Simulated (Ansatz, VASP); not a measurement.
# One calculation of Ir, two programs

```
CELL_PARAMETERS angstrom
2.72947 0.00000 0.00000
-1.36473 2.36379 0.00000
0.00000 0.00000 4.42098
ATOMIC_POSITIONS crystal
Ir 0.33333 0.66667 0.75000
Ir 0.66667 0.33333 0.25000
```

Alike in both runs: task single point; functional r2SCAN; k mesh 18 × 18 × 10; occupations gaussian, width 0.05 eV; no spin polarisation.

|  | VASP | Ansatz |
| --- | --- | --- |
| version | VASP 6.6.1 | Ansatz 0.2.0 |
| potentials or method | VASP PAW PBE potentials, release 64 (Ir_sv_GW), cutoff 550 eV | scalar-relativistic, plane waves, PAW |
| valence electrons in the cell | 34 | 34 |

```tsv
	VASP	Ansatz	Ansatz less VASP
gap on the k mesh at the Fermi level (eV)	none	none	-
pressure (GPa)	-2.2	0.0	+2.18
```

VASP's potentials were made for PBE, not for r2SCAN. A gap of «none» marks a metal or a gap that the smearing closes. The functional is the same, so the differences come from potentials, cutoffs and numerics.

Neither program's run includes spin-orbit coupling.
